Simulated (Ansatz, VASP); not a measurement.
## Ir: VASP beside Ansatz

File POSCAR:

```
Ir
1.0
    0.0000000000      1.9228496764      1.9228496764
    1.9228496764      0.0000000000      1.9228496764
    1.9228496764      1.9228496764      0.0000000000
Ir
1
Direct
    0.0000000000      0.0000000000      0.0000000000
```

The input INCAR.step1:

```
ALGO = Normal
EDIFF = 1E-5
ENCUT = 620
GGA = PE
GGA_COMPAT = False
ISMEAR = 1
LASPH = True
LCHARG = False
LREAL = False
LWAVE = True
NBANDS = 14
NELM = 120
PREC = Accurate
SIGMA = 0.2
```

File INCAR.step2:

```
ALGO = Normal
EDIFF = 1E-6
ENCUT = 620
GGA_COMPAT = False
ISIF = 2
ISMEAR = 1
ISTART = 1
LASPH = True
LCHARG = False
LMIXTAU = True
LREAL = False
LWAVE = False
METAGGA = R2SCAN
NBANDS = 14
NELM = 120
PREC = Accurate
SIGMA = 0.2
```

KPOINTS

```
k-points
0
Gamma
  14 14 14
```

Input for Ansatz:

```yaml
crystal:
  lattice:
    - [0.0, 1.9228496764, 1.9228496764]
    - [1.9228496764, 0.0, 1.9228496764]
    - [1.9228496764, 1.9228496764, 0.0]
  atoms:
    - { symbol: Ir, position: [0.0, 0.0, 0.0] }
hamiltonian:
  xc: r2scan
  pseudopotentials:
    kind: paw
    azcp:
      Ir: "pseudopotentials/Ir.paw.azcp"
basis:
  ecutwfc: 500
  fft_grid_basis: typed
kpoints:
  mp_grid: { grid: [14, 14, 14], shift: [0, 0, 0] }
magnetization:
  spin_polarized: false
scf:
  occupations: { method: methfessel_paxton, width: 0.2 }
  lower_state_search: "off"
output:
  stress: true
  write_density: true
  write_potential: true
  elf: true
  volumetric_format: npy
```

Alike in both runs: task single point; functional r2SCAN; k mesh 14 × 14 × 14; occupations methfessel-paxton of order 1, width 0.2 eV; no spin polarisation.

|  | VASP | Ansatz |
| --- | --- | --- |
| version | VASP 6.6.1 | Ansatz 0.2.0 |
| potentials or method | VASP PAW PBE potentials, release 64 (Ir_sv_GW), cutoff 620 eV | plane waves (500 eV) with PAW, scalar-relativistic |
| valence electrons in the cell | 17 | 17 |

|  | VASP | Ansatz | Ansatz less VASP |
| --- | --- | --- | --- |
| pressure (GPa) | -1.2 | -0.2 | +0.93 |

VASP's potentials were made for PBE, not for r2SCAN.

Neither program's run includes spin-orbit coupling.
